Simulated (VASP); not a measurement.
# CdF2 in VASP: further runs

The runs below take CdF2 through single point, with PBE, LDA, PBEsol.

All numbers are computed with VASP 6.6.1; they aren't measurements. Logs are shortened: lines on timing, memory, paths and dates and some standing lists are left out, and cuts for length are marked.

### Step 1. The cell of the first run

It takes space group Fm-3m (No. 225, cubic). The conventional cell has a = 5.130 Å, b = 5.130 Å, c = 5.130 Å, α = 90.00°, β = 90.00°, γ = 90.00°. Cd (site symmetry m-3m) has 8 F at 2.22 Å within 2.9 Å. F (site symmetry -43m) has 4 Cd at 2.22 Å and 6 F at 2.56 Å within 2.9 Å.

### Step 2. Single point, PBE

Contents of INCAR:

```
PREC = Accurate ; ENCUT = 700
EDIFF = 1E-6 ; ISMEAR = -1
SIGMA = 0.05 ; LREAL = F
LASPH = T ; NELM = 120
ALGO = Normal ; ISIF = 2
LWAVE = F ; LCHARG = T
GGA = PE ; LELF = T
LVHAR = T ; NBANDS = 24
GGA_COMPAT = F
```

Contents of KPOINTS:

```
regular mesh
0
Gamma
  9 9 9
```

Contents of POSCAR:

```
CdF2
1.0
    0.0000000000      2.5647590230      2.5647590230
    2.5647590230      0.0000000000      2.5647590230
    2.5647590230      2.5647590230      0.0000000000
Cd F
1 2
Direct
    0.0000000000      0.0000000000      0.0000000000
    0.7500000000      0.7500000000      0.7500000000
    0.2500000000      0.2500000000      0.2500000000
```

Potentials or basis: VASP PAW PBE potentials, release 64 (Cd_sv_GW, F).

Started as:

```sh
cat potpaw_PBE.64/Cd_sv_GW/POTCAR potpaw_PBE.64/F/POTCAR > POTCAR
mpirun -np 1 vasp_std > vasp.out
```

OUTCAR:

```text
PREC = Accurate
   ENCUT = 700
   EDIFF = 1E-6
   ISMEAR = -1
   LREAL = F
   LASPH = T
   NELM = 120
   ISIF = 2
   GGA = PE

 ion  position               nearest neighbor table
   1  0.000  0.000  0.000-   2 2.22   2 2.22   2 2.22   2 2.22   3 2.22   3 2.22   3 2.22   3 2.22

   2  0.750  0.750  0.750-   1 2.22   1 2.22   1 2.22   1 2.22
   3  0.250  0.250  0.250-   1 2.22   1 2.22   1 2.22   1 2.22

  LATTYP: Found a face centered cubic cell.
 ALAT       =     5.1295180460

  Lattice vectors:

 A1 = (   0.0000000000,   2.5647590230,   2.5647590230)
 A2 = (   2.5647590230,   0.0000000000,   2.5647590230)
 A3 = (   2.5647590230,   2.5647590230,   0.0000000000)

Analysis of symmetry for initial positions (statically):
=====================================================================
 Subroutine PRICEL returns:
 Original cell was already a primitive cell.

 Routine SETGRP: Setting up the symmetry group for a
 face centered cubic supercell.

 Subroutine GETGRP returns: Found 48 space group operations
 (whereof 48 operations were pure point group operations)
 out of a pool of 48 trial point group operations.

The static configuration has the point symmetry O_h .

Analysis of symmetry for dynamics (positions and initial velocities):
=====================================================================
 Subroutine PRICEL returns:
 Original cell was already a primitive cell.

 Routine SETGRP: Setting up the symmetry group for a
 face centered cubic supercell.

 Subroutine GETGRP returns: Found 48 space group operations
 (whereof 48 operations were pure point group operations)
 out of a pool of 48 trial point group operations.

The dynamic configuration has the point symmetry O_h .

 Subroutine INISYM returns: Found 48 space group operations
 (whereof 48 operations are pure point group operations),
 and found     1 'primitive' translations

----------------------------------------------------------------------------------------

                                     Primitive cell

  volume of cell :      33.7419

  direct lattice vectors                    reciprocal lattice vectors
     0.000000000  2.564759023  2.564759023    -0.194950089  0.194950089  0.194950089
     2.564759023  0.000000000  2.564759023     0.194950089 -0.194950089  0.194950089
     2.564759023  2.564759023  0.000000000     0.194950089  0.194950089 -0.194950089

  length of vectors
     3.627116995  3.627116995  3.627116995     0.337663459  0.337663459  0.337663459

  position of ions in fractional coordinates (direct lattice)
     0.000000000  0.000000000  0.000000000
     0.750000000  0.750000000  0.750000000
     0.250000000  0.250000000  0.250000000

  ion indices of the primitive-cell ions
   primitive index   ion index
                 1           1
                 2           2
                 3           3

----------------------------------------------------------------------------------------

 KPOINTS: regular mesh

Automatic generation of k-mesh.
 Grid dimensions read from file:
 generate k-points for:    9    9    9

 Generating k-lattice:

  Cartesian coordinates                     Fractional coordinates (reciprocal lattice)
    -0.021661121  0.021661121  0.021661121     0.111111111  0.000000000  0.000000000
     0.021661121 -0.021661121  0.021661121     0.000000000  0.111111111  0.000000000
     0.021661121  0.021661121 -0.021661121     0.000000000  0.000000000  0.111111111

  Length of vectors
     0.037518162  0.037518162  0.037518162

  Shift w.r.t. Gamma in fractional coordinates (k-lattice)
     0.000000000  0.000000000  0.000000000

 Subroutine IBZKPT returns following result:
 ===========================================

 Found     35 irreducible k-points:

 Following reciprocal coordinates:
            Coordinates               Weight
  0.000000  0.000000  0.000000      1.000000
  0.111111  0.000000  0.000000      8.000000
  0.222222  0.000000  0.000000      8.000000
  0.333333  0.000000  0.000000      8.000000
  0.444444  0.000000  0.000000      8.000000
  0.111111  0.111111  0.000000      6.000000
[... 16 lines left out ...]
 -0.333333  0.333333  0.000000     12.000000
  0.444444  0.444444  0.000000      6.000000
 [... further k-points ...]
   k-points           NKPTS =     35   k-points in BZ     NKDIM =     35   number of bands    NBANDS=     24
   number of dos      NEDOS =    301   number of ions     NIONS =      3
   total plane-waves  NPLWV =  32768
   dimension x,y,z NGX =    32 NGY =   32 NGZ =   32
   dimension x,y,z NGXF=    64 NGYF=   64 NGZF=   64
   ions per type =               1   2
   NGX,Y,Z   is equivalent  to a cutoff of  14.67, 14.67, 14.67 a.u.
   NGXF,Y,Z  is equivalent  to a cutoff of  29.33, 29.33, 29.33 a.u.
 SYSTEM =  unknown system
   PREC   = accura    normal or accurate (medium, high low for compatibility)
   ISTART =      0    job   : 0-new  1-cont  2-samecut
   ICHARG =      2    charge: 1-file 2-atom 10-const
   ISPIN  =      1    spin polarized calculation?
   LNONCOLLINEAR =      F non collinear calculations
   LSORBIT =      F    spin-orbit coupling
   LASPH  =      T    aspherical Exc in radial PAW
   ENCUT  =  700.0 eV  51.45 Ry    7.17 a.u.   7.82  7.82  7.82*2*pi/ulx,y,z
   NELM   =    120;   NELMIN=  2; NELMDL= -5     # of ELM steps
   EDIFF  = 0.1E-05   stopping-criterion for ELM
   LREAL  =      F    real-space projection
[... 7 lines left out ...]
   TEBEG  =    0.0;   TEEND  =   0.0 temperature during run
   PSTRESS=    0.0 pullay stress
   NELECT =      34.0000    total number of electrons
   NUPDOWN=      -1.0000    fix difference up-down
   EMIN   =  10.00;   EMAX   =-10.00  energy-range for DOS
   EFERMI =   0.00;   METHOD = LEGACY
   ISMEAR =    -1;   SIGMA  =   0.05  broadening in eV -4-tet -1-fermi 0-gaus
   EFERMI_NEDOS =   21; number of points for ismear=-14 and -15
   IALGO  =     38    algorithm
   IMIX   =      4    mixing-type and parameters
     AMIX     =   0.40;   BMIX     =  1.00
     AMIX_MAG =   1.60;   BMIX_MAG =  1.00
  volume/ion in A,a.u.               =      11.25        75.90
  Fermi-wavevector in a.u.,A,eV,Ry     =   1.641262  3.101535 36.650569  2.693741
  Thomas-Fermi vector in A             =   2.731762
   LORBIT       =      0    0 simple, 1 ext, 2 COOP (PROOUT), +10 PAW based schemes
   GGA     = PE    functional components
   LHFCALC =     F    Hartree Fock is set to
   AEXX    =    0.0000 exact exchange contribution
   IVDW    =     0    specifies the selected vdW correction
   LEPSILON=     F    determine dielectric tensor
   LRPA    =     F    only Hartree local field effects (RPA)
 non-spin polarized calculation
  energy-cutoff  :      700.00
  volume of cell :       33.74
 maximum number of plane-waves:      1430
   NGX = 15   NGY = 15   NGZ = 15

 number of electron      34.0000005 magnetization

 Free energy of the ion-electron system (eV)
  ---------------------------------------------------
  ext. energy  EPLUGINS =         0.00000000
  ---------------------------------------------------
  free energy    TOTEN  =       -10.43703364 eV

  energy without entropy =      -10.43703364  energy(sigma->0) =      -10.43703364

 E-fermi :   3.3459     XC(G=0): -11.4034

 val. band max:        2.1786669077   @ k =  -0.3333   0.4444   0.2222
 cond. band min:       5.8378332853   @ k =   0.0000   0.0000   0.0000
 fundamental gap:      3.6591663776
 Fermi energy:         3.3458644261

 k-point     1 :       0.0000    0.0000    0.0000
  band No.  band energies     occupation
      1     -96.0080      2.00000
      2     -57.1236      2.00000
      3     -57.1236      2.00000
      4     -57.1236      2.00000
      5     -19.5539      2.00000
      6     -17.9776      2.00000
[... 16 lines left out ...]
     23      23.1699      0.00000
     24      23.1699      0.00000

 k-point     2 :       0.1111    0.0000    0.0000
  band No.  band energies     occupation
      1     -96.0080      2.00000
      2     -57.1243      2.00000
      3     -57.1238      2.00000
      4     -57.1238      2.00000
      5     -19.4974      2.00000
      6     -18.0303      2.00000
[... 16 lines left out ...]
     23      22.8565      0.00000
     24      22.8565      0.00000

 k-point     3 :       0.2222    0.0000    0.0000
  band No.  band energies     occupation
      1     -96.0079      2.00000
      2     -57.1261      2.00000
      3     -57.1240      2.00000
      4     -57.1240      2.00000
      5     -19.3410      2.00000
      6     -18.1736      2.00000
[... 16 lines left out ...]
     23      22.2654      0.00000
     24      23.3830      0.00000

 k-point     4 :       0.3333    0.0000    0.0000
  band No.  band energies     occupation
      1     -96.0078      2.00000
      2     -57.1281      2.00000
      3     -57.1244      2.00000
      4     -57.1244      2.00000
      5     -19.1195      2.00000
      6     -18.3742      2.00000
[... 16 lines left out ...]
     23      21.7669      0.00000
     24      22.9636      0.00000

 k-point     5 :       0.4444    0.0000    0.0000
  band No.  band energies     occupation
      1     -96.0078      2.00000
      2     -57.1294      2.00000
      3     -57.1246      2.00000
      4     -57.1246      2.00000
      5     -18.8792      2.00000
      6     -18.5975      2.00000
[... 16 lines left out ...]
     23      21.4797      0.00000
     24      22.2798      0.00000

 k-point     6 :       0.1111    0.1111    0.0000
  band No.  band energies     occupation
      1     -96.0079      2.00000
      2     -57.1244      2.00000
      3     -57.1239      2.00000
      4     -57.1239      2.00000
      5     -19.4794      2.00000
      6     -18.0462      2.00000
[... 16 lines left out ...]
     23      23.0068      0.00000
     24      23.2070      0.00000
[... 379 lines left out ...]
 k-point    21 :       0.4444    0.3333    0.0000
  band No.  band energies     occupation
      1     -96.0077      2.00000
      2     -57.1289      2.00000
      3     -57.1259      2.00000
      4     -57.1256      2.00000
      5     -18.9319      2.00000
      6     -18.4873      2.00000
[... 16 lines left out ...]
     23      23.5536      0.00000
     24      23.9067      0.00000

 k-point    22 :      -0.4444    0.3333    0.0000
  band No.  band energies     occupation
      1     -96.0077      2.00000
      2     -57.1288      2.00000
      3     -57.1267      2.00000
      4     -57.1255      2.00000
      5     -18.8088      2.00000
      6     -18.5987      2.00000
[... 16 lines left out ...]
     23      23.7046      0.00000
     24      24.1920      0.00000

 k-point    23 :      -0.3333    0.3333    0.0000
  band No.  band energies     occupation
      1     -96.0077      2.00000
      2     -57.1279      2.00000
      3     -57.1277      2.00000
      4     -57.1252      2.00000
      5     -18.7272      2.00000
      6     -18.6912      2.00000
[... 16 lines left out ...]
     23      22.7064      0.00000
     24      24.6942      0.00000

 k-point    24 :       0.4444    0.4444    0.0000
  band No.  band energies     occupation
      1     -96.0077      2.00000
      2     -57.1295      2.00000
      3     -57.1258      2.00000
      4     -57.1258      2.00000
      5     -18.8899      2.00000
      6     -18.5082      2.00000
[... 16 lines left out ...]
     23      23.3113      0.00000
     24      23.6037      0.00000

 [... further k-points ...]
[... 5 lines left out ...]
  --------------------------------------------------------------------------------------
  -------------------------------------------------------------------------------------
  Total        6.2367048      6.2367048      6.2367048      0.0000000      0.0000000     -0.0000000
  in kB      296.1393197    296.1393197    296.1393197      0.0000000      0.0000000     -0.0000000
  external PRESSURE =     296.1393197 kB  Pullay stress =       0.0000000 kB

 VOLUME and BASIS-vectors are now :
 -----------------------------------------------------------------------------
  energy-cutoff  :      700.00
  volume of cell :       33.74
      direct lattice vectors                 reciprocal lattice vectors
     0.000000000  2.564759023  2.564759023    -0.194950089  0.194950089  0.194950089
     2.564759023  0.000000000  2.564759023     0.194950089 -0.194950089  0.194950089
     2.564759023  2.564759023  0.000000000     0.194950089  0.194950089 -0.194950089

 POSITION                                       TOTAL-FORCE (eV/Angst)
 -----------------------------------------------------------------------------------
      0.00000      0.00000      0.00000         0.000000     -0.000000     -0.000000
      3.84714      3.84714      3.84714        -0.000000     -0.000000      0.000000
      1.28238      1.28238      1.28238         0.000000      0.000000     -0.000000
 -----------------------------------------------------------------------------------
    total drift:                                0.000000     -0.000000      0.000000

  FREE ENERGIE OF THE ION-ELECTRON SYSTEM (eV)
  ---------------------------------------------------
  free  energy   TOTEN  =       -10.4370336390 eV

  energy  without entropy=      -10.4370336390  energy(sigma->0) =      -10.43703364
```

Wall time 38 s (1 thread of Intel Xeon Platinum 8259CL at 2.50GHz (Skylake/Cascade Lake), shared host); peak memory 0.21 GiB.

Results:

```yaml
Free_energy: -10.4370 eV
Pressure: 29.6 GPa
Band_gap_on_the_k_mesh: 3.66 eV (least direct gap 3.91 eV)
```

Caveat: the cell stands under pressure; an odd mesh through Γ misses points on the zone boundary, where band edges can lie.

### Step 3. Single point, PBE

This run uses another cell than the first one, of 11.82 Å³/atom.

Contents of INCAR:

```
SYSTEM = CdF2
PREC = Accurate ; ENCUT = 700
EDIFF = 1E-6 ; ISMEAR = -1
SIGMA = 0.05 ; LREAL = .FALSE.
LASPH = .TRUE. ; NELM = 120
ALGO = Normal ; ISIF = 2
LWAVE = .FALSE. ; LCHARG = .FALSE.
GGA = PE ; NBANDS = 24
GGA_COMPAT = .FALSE.
```

Contents of KPOINTS:

```
regular mesh
0
G
  9 9 9
  0 0 0
```

Contents of POSCAR:

```
CdF2
1.0
    0.0000000000      2.6075596147      2.6075596147
    2.6075596147      0.0000000000      2.6075596147
    2.6075596147      2.6075596147      0.0000000000
Cd F
1 2
Direct
    0.0000000000      0.0000000000      0.0000000000
    0.7500000000      0.7500000000      0.7500000000
    0.2500000000      0.2500000000      0.2500000000
```

Potentials or basis: VASP PAW PBE potentials, release 64 (Cd_sv_GW, F).

Started as:

```sh
cat potpaw_PBE.64/Cd_sv_GW/POTCAR potpaw_PBE.64/F/POTCAR > POTCAR
mpirun -np 1 vasp_std > vasp.out
```

Run time: 63 s. Hardware: 1 thread of AMD EPYC 7R43 (Zen 3), shared host; peak memory 0.18 GiB.

Results (log left out):

```yaml
Free_energy: -10.7045 eV
Pressure: 19.6 GPa
Band_gap_on_the_k_mesh: 3.48 eV (least direct gap 3.81 eV)
```

Levels at points of the mesh, in eV from the valence-band top:
| k point | band 14 | band 15 | band 16 | band 17 | band 18 | band 19 | band 20 | band 21 |
| --- | --- | --- | --- | --- | --- | --- | --- | --- |
| (0.00, 0.00, 0.00) | -1.23 | -0.33 | -0.33 | -0.33 | 3.48 | 13.18 | 13.18 | 13.18 |

Caveat: the cell stands under pressure; an odd mesh through Γ misses points on the zone boundary, where band edges can lie.

[end of part 1 of 2]
